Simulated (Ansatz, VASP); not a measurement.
**Pb in VASP and in Ansatz**

```
CELL_PARAMETERS angstrom
5.56679 0.00000 0.00000
-2.78339 4.82098 0.00000
0.00000 0.00000 3.36029
ATOMIC_POSITIONS crystal
Pb 0.00000 0.00000 0.00000
Pb 0.33333 0.66667 0.50000
Pb 0.66667 0.33333 0.50000
```

Alike in both runs: functional PBEsol; k mesh 9 × 9 × 14; occupations gaussian, width 0.1 eV; no spin polarisation.

Ansatz relaxed the structure, and its values are those at the end. VASP's run is a single point on that final structure, the one shown.

|  | VASP | Ansatz |
| --- | --- | --- |
| version | VASP 6.6.1 | Ansatz 0.2.0 |
| potentials or method | VASP PAW PBE potentials, release 64 (Pb_d), cutoff 520 eV | scalar-relativistic, plane waves, PAW |
| valence electrons in the cell | 42 | 42 |

```tsv
	VASP	Ansatz	Ansatz less VASP
gap on the k mesh at the Fermi level (eV)	none	none	-
pressure (GPa)	-0.1	0.0	+0.08
```

VASP's potentials were made for PBE, not for PBEsol. A gap of «none» marks a metal or a gap that the smearing closes.

Neither program's run includes spin-orbit coupling.
